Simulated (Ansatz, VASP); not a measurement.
## One calculation of ZrO2, two programs

INCAR

```
SYSTEM = ZrO2
ALGO = Normal
EDIFF = 1E-6
ENCUT = 600
GGA = PE
GGA_COMPAT = .FALSE.
ISIF = 2
ISMEAR = 0
IVDW = 12
LASPH = .TRUE.
LCHARG = .FALSE.
LREAL = .FALSE.
LWAVE = .FALSE.
NBANDS = 19
NELM = 120
PREC = Accurate
SIGMA = 0.02
```

File KPOINTS:

```
k-points
0
G
  8 8 8
  0 0 0
```

POSCAR

```
ZrO2
1.0
    0.0000000000      2.4651471682      2.4651471682
    2.4651471682      0.0000000000      2.4651471682
    2.4651471682      2.4651471682      0.0000000000
Zr O
1 2
Direct
    0.5000000000      0.5000000000      0.5000000000
    0.7500000000      0.7500000000      0.7500000000
    0.2500000000      0.2500000000      0.2500000000
```

Input for Ansatz:

```yaml
crystal:
  lattice:
    - [0.0, 2.4651471682, 2.4651471682]
    - [2.4651471682, 0.0, 2.4651471682]
    - [2.4651471682, 2.4651471682, 0.0]
  atoms:
    - { symbol: Zr, position: [0.5, 0.5, 0.5] }
    - { symbol: O, position: [0.75, 0.75, 0.75] }
    - { symbol: O, position: [0.25, 0.25, 0.25] }
basis:
  ecutwfc: 420
kpoints:
  mp_grid: { grid: [8, 8, 8] }
hamiltonian:
  xc: pbe
  dispersion: d3bj
scf:
  occupations: { method: gaussian, width: 0.02 }
output:
  forces: true
  stress: true
  eigenvalues: true
```

Alike in both runs: task single point; functional PBE; dispersion D3(BJ); k mesh 8 × 8 × 8; occupations gaussian, width 0.02 eV; no spin polarisation.

```csv
,VASP,Ansatz
version,VASP 6.6.1,Ansatz 0.2.0
potentials or method,"VASP PAW PBE potentials, release 64 (Zr_sv, O), cutoff 600 eV","scalar-relativistic, plane waves, PAW"
valence electrons in the cell,24,24
```

VASP gave:

* gap on the k mesh at the Fermi level (eV): 3.61
* least direct gap on the mesh (eV): 4.15

Estimate Ansatz's values.

gap on the k mesh at the Fermi level (eV): 3.62; least direct gap on the mesh (eV): 4.15.
